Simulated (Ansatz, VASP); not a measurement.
## Cu in VASP and in Ansatz

```
Cu
1.0
     4.21994    0.00000    0.00000
    -2.10997    3.65458    0.00000
     0.00000    0.00000    2.58701
Cu
3
Direct
  0.00000 0.00000 0.00000
  0.33333 0.66667 0.50000
  0.66667 0.33333 0.50000
```

Alike in both runs: task relaxation of cell and atoms; functional PBE; k mesh 6 × 6 × 6; occupations gaussian, width 0.1 eV; no spin polarisation.

```csv
,VASP,Ansatz
version,VASP 6.6.1,Ansatz 0.2.0
potentials or method,"VASP PAW PBE potentials, release 64 (Cu), cutoff 600 eV","scalar-relativistic, plane waves, PAW"
valence electrons in the cell,33,57
```

VASP gave:

* gap on the k mesh at the Fermi level, each at its own relaxed structure (eV): none
* relaxed volume (Å³/atom): 12.21
* relaxed length of the cell vector where the two differ most in proportion (Å): 2.449

Which values does Ansatz return?

gap on the k mesh at the Fermi level, each at its own relaxed structure (eV): none; relaxed volume (Å³/atom): 12.20; relaxed length of the cell vector where the two differ most in proportion (Å): 2.448.

A gap of «none» marks a metal or a gap that the smearing closes. VASP's potentials hold 33 valence electrons a cell and Ansatz's 57, so a difference there can come from the potentials and not from the codes.

The k mesh is coarse, so the values compare programs but aren't converged.
